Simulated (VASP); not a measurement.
CdSe, 4 atoms in the cell. It takes space group P6_3mc (No. 186, hexagonal). The conventional cell has a = 4.346 Å, b = 4.346 Å, c = 7.090 Å, α = 90.00°, β = 90.00°, γ = 120.00°. Within 3.5 Å of Cd (site symmetry 3m) lie 4 Se at 2.66 to 2.67 Å. Within 3.5 Å of Se (site symmetry 3m) lie 4 Cd at 2.66 to 2.67 Å. 

* Program: VASP 6.6.1
* Task: single point
* Functional: LDA
* Potentials or basis: VASP PAW LDA potentials, release 64 (Cd, Se)
* Cutoff: 520 eV
* k mesh: 6 × 6 × 4
* Occupations: gaussian, width 0.1 eV
* Spin: no spin polarisation
* Dipole correction: no
* Further INCAR settings: ALGO = Normal; EDIFF = 1e-06; NBANDS = 26

Potentials or basis: VASP PAW LDA potentials, release 64 (Cd, Se).

Run with:

```sh
$ cat potpaw_LDA.64/Cd/POTCAR potpaw_LDA.64/Se/POTCAR > POTCAR
$ mpirun -np 1 vasp_std > vasp.out
```

Hardware: 1 thread of Intel(R) Xeon(R) Platinum 8488C (Sapphire Rapids) (shared host).

Question: Estimate the wall time of this run.

Answer: Wall time 33 s on 1 thread of Intel(R) Xeon(R) Platinum 8488C (Sapphire Rapids) (shared host), peak memory 0.21 GiB. Counts: scf iterations 13, k points 21.
